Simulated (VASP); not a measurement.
Wanted: the native input for a VASP 6.6.1 run.

```yaml
Task: single point
Functional: LDA
Potentials_or_basis: VASP PAW LDA potentials, release 64 (Mg_sv, O)
Cutoff: 840 eV
k_mesh: 6 × 6 × 2
Occupations: gaussian, width 0.01 eV
Spin: no spin polarisation
Dipole_correction: no
Further_INCAR_settings: ALGO = Normal; EDIFF = 1e-06; NBANDS = 60
```

The structure of MgO lies in POSCAR:

```
MgO
1.0
    2.8229590000     -1.6288670000      0.0000000000
    2.8229590000      1.6288670000      0.0000000000
   -0.0049380000      0.0000000000     15.4605420000
Mg O
6 6
Direct
    0.6669280000      0.6669280000      0.3520000000
    0.6665850000      0.6665850000      0.0207980000
    0.0000000000      0.0000000000      0.1862250000
    0.0011870000      0.0011870000      0.5178950000
    0.9988370000      0.9988370000      0.8525680000
    0.3332390000      0.3332390000      0.6861050000
    0.6667080000      0.6667080000      0.1483920000
    0.6677000000      0.6677000000      0.4795810000
    0.9997240000      0.9997240000      0.9815860000
    0.0001040000      0.0001040000      0.3140010000
    0.0000240000      0.0000240000      0.6468920000
    0.3322540000      0.3322540000      0.8139280000
```

The input as run:

INCAR

```
PREC = Accurate
ENCUT = 840
EDIFF = 1E-6
ISMEAR = 0
SIGMA = 0.01
LREAL = F
LASPH = T
NELM = 120
ALGO = Normal
ISIF = 2
LWAVE = F
LCHARG = F
GGA = CA
NBANDS = 60
GGA_COMPAT = F
```

KPOINTS

```
Automatic mesh
0
Gamma
  6 6 2
```

Potentials or basis: VASP PAW LDA potentials, release 64 (Mg_sv, O).

Command:

```console
$ cat potpaw_LDA.64/Mg_sv/POTCAR potpaw_LDA.64/O/POTCAR > POTCAR
$ mpirun -np 1 vasp_std > vasp.out
```

It gave:

| Quantity | Value |
| --- | --- |
| Pressure | -3.3 GPa |
| Largest force | 0.031 eV/Å |
| Band gap on the k mesh | 3.50 eV |

Caveat: the cell stands under tension.

Wall time 5.9 min on 1 thread of Intel(R) Xeon(R) Platinum 8259CL CPU @ 2.50GHz (Skylake/Cascade Lake), on a shared host, peak memory 0.49 GiB.
